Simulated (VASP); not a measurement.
Input of a VASP 6.6.1 run:

INCAR

```
ALGO     = Normal         # electronic algorithm
EDIFF    = 1E-7           # SCF threshold, eV
ENCUT    = 520            # plane-wave cutoff, eV
ISIF     = 2              # what is computed and relaxed
ISMEAR   = -1             # smearing method
LASPH    = T              # aspherical terms in the spheres
LCHARG   = T              # write CHGCAR
LELF     = T              # ELF
LREAL    = F              # projectors in reciprocal space
LVHAR    = T            
LWAVE    = F              # write WAVECAR
NBANDS   = 24             # bands
NELM     = 60             # most SCF steps
PREC     = Accurate       # precision mode
SIGMA    = 0.15           # smearing width, eV
```

The input KPOINTS:

```
k-points
0
Gamma
  3 3 3
```

Contents of POSCAR:

```
LaHg2
1.0
    4.9600000000      0.0000000000      0.0000000000
   -2.4800000000      4.2954860028      0.0000000000
    0.0000000000      0.0000000000      3.6500000000
La Hg
1 2
Direct
    0.0000000000      0.0000000000      0.0000000000
    0.3333333333      0.6666666667      0.4500000000
    0.6666666667      0.3333333333      0.5500000000
```

Potentials or basis: VASP PAW LDA potentials, release 64 (La, Hg).

Run with:

```sh
$ cat potpaw_LDA.64/La/POTCAR potpaw_LDA.64/Hg/POTCAR > POTCAR
$ mpirun -np 1 vasp_std > vasp.out
```

(1) What does it give for the largest force?

(2) Predict the pressure.

Results:

(1) 0.151 eV/Å.

(2) -1.7 GPa.

Caveat: the k points lie up to 0.57 Å⁻¹ apart.
